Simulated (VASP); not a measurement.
Set up this calculation in VASP 6.6.1, as the native input.

- Task: single point
- Functional: r2SCAN
- Potentials or basis: VASP PAW PBE potentials, release 64 (Al)
- Cutoff: 520 eV
- k mesh: 18 × 18 × 18
- Occupations: gaussian, width 0.1 eV
- Spin: no spin polarisation
- Dipole correction: no
- Further INCAR settings: ALGO = Normal; EDIFF = 1e-06; NBANDS = 8

The system is Al.

```
Al
1.0
     0.00000    1.99536    1.99536
     1.99536    0.00000    1.99536
     1.99536    1.99536    0.00000
Al
1
Direct
  0.00000 0.00000 0.00000
```

One way to write it, as run:

POSCAR

```
Al
1.0
    0.0000000000      1.9953609765      1.9953609765
    1.9953609765      0.0000000000      1.9953609765
    1.9953609765      1.9953609765      0.0000000000
Al
1
Direct
    0.0000000000      0.0000000000      0.0000000000
```

INCAR.step1

```
SYSTEM = Al
ALGO     = Normal         ! electronic algorithm
EDIFF    = 1E-4           ! SCF threshold, eV
ENCUT    = 520            ! plane-wave cutoff, eV
GGA      = PE             ! functional
ISMEAR   = 0              ! smearing method
LASPH    = .True.         ! aspherical terms in the spheres
LCHARG   = .False.        ! write CHGCAR
LREAL    = .False.        ! projectors in reciprocal space
LWAVE    = .True.         ! write WAVECAR
NBANDS   = 8              ! bands
NELM     = 80             ! most SCF steps
PREC     = Accurate       ! precision mode
SIGMA    = 0.1            ! smearing width, eV
```

INCAR.step2

```
SYSTEM = Al
ALGO     = Normal         ! electronic algorithm
EDIFF    = 1E-6           ! SCF threshold, eV
ENCUT    = 520            ! plane-wave cutoff, eV
ISIF     = 2              ! what is computed and relaxed
ISMEAR   = 0              ! smearing method
ISTART   = 1            
LASPH    = .True.         ! aspherical terms in the spheres
LCHARG   = .False.        ! write CHGCAR
LMIXTAU  = .True.       
LREAL    = .False.        ! projectors in reciprocal space
LWAVE    = .False.        ! write WAVECAR
METAGGA  = R2SCAN         ! meta-GGA
NBANDS   = 8              ! bands
NELM     = 80             ! most SCF steps
PREC     = Accurate       ! precision mode
SIGMA    = 0.1            ! smearing width, eV
```

KPOINTS

```
k-points
0
Gamma
  18 18 18
  0 0 0
```

Potentials or basis: VASP PAW PBE potentials, release 64 (Al).

Command:

```sh
$ cat potpaw_PBE.64/Al/POTCAR > POTCAR
$ cp INCAR.step1 INCAR
$ mpirun -np 1 vasp_std > vasp.out
$ cp INCAR.step2 INCAR
$ mpirun -np 1 vasp_std > vasp.out
```

It gave:

```json
{
  "Pressure": "-0.2 GPa"
}
```

Caveat: the PAW data sets were made with another functional, which shifts forces and pressure a little.

Run time: 39 s on 1 thread of Intel(R) Xeon(R) Platinum 8375C CPU @ 2.90GHz (Ice Lake) (shared host), peak memory 0.15 GiB.
